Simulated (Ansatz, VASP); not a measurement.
# One calculation of V, two programs

```
V
1.0
    -1.51300    1.51300    1.51300
     1.51300   -1.51300    1.51300
     1.51300    1.51300   -1.51300
V
1
Direct
  0.00000 0.00000 0.00000
```

Alike in both runs: task single point; functional PBE; k mesh 19 × 19 × 19; occupations fermi-dirac, width 0.03 eV; collinear spin.

```csv
,VASP,Ansatz
version,VASP 6.6.1,Ansatz 0.2.0
potentials or method,"VASP PAW PBE potentials, release 64 (V_sv), cutoff 520 eV","all-electron LAPW, non-relativistic"
```

```tsv
	VASP	Ansatz	Ansatz less VASP
pressure (GPa)	-4.9	-4.3	+0.60
net moment per atom (μB)	0.00	0.00	0.000
```

Ansatz ran all-electron here, and VASP with PAW potentials. Ansatz's warnings: seeded moment not kept.
